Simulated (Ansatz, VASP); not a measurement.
AlN: VASP beside Ansatz

```
CELL_PARAMETERS angstrom
0.00000 2.20126 2.20126
2.20126 0.00000 2.20126
2.20126 2.20126 0.00000
ATOMIC_POSITIONS crystal
Al 0.00000 0.00571 0.00000
N 0.75000 0.73901 0.75000
```

Change from the starting cell: mode 4 frozen in at -0.024 Å and mode 5 at -0.024 Å (largest displacements).

Alike in both runs: task single point; functional PBE; k mesh 10 × 10 × 10; occupations gaussian, width 0.05 eV; no spin polarisation.

```csv
,VASP,Ansatz
version,VASP 6.6.1,Ansatz 0.2.0
potentials or method,"VASP PAW PBE potentials, release 64 (Al, N), cutoff 520 eV","scalar-relativistic, plane waves, PAW"
valence electrons in the cell,8,8
```

|  | VASP | Ansatz | Ansatz less VASP |
| --- | --- | --- | --- |
| gap on the k mesh at the Fermi level (eV) | 3.17 | 3.17 | +0.007 |
| least direct gap on the mesh (eV) | 3.85 | 3.84 | -0.007 |
| pressure (GPa) | 0.1 | 0.3 | +0.20 |
| traceless stress, the component that is largest in VASP (GPa) | -2.24 | -2.23 | +0.006 |
| rms of the force components (eV/Å) | 0.416 | 0.415 | -0.0007 |

Atom by atom the forces differ by 0.001 eV/Å (rms over components).
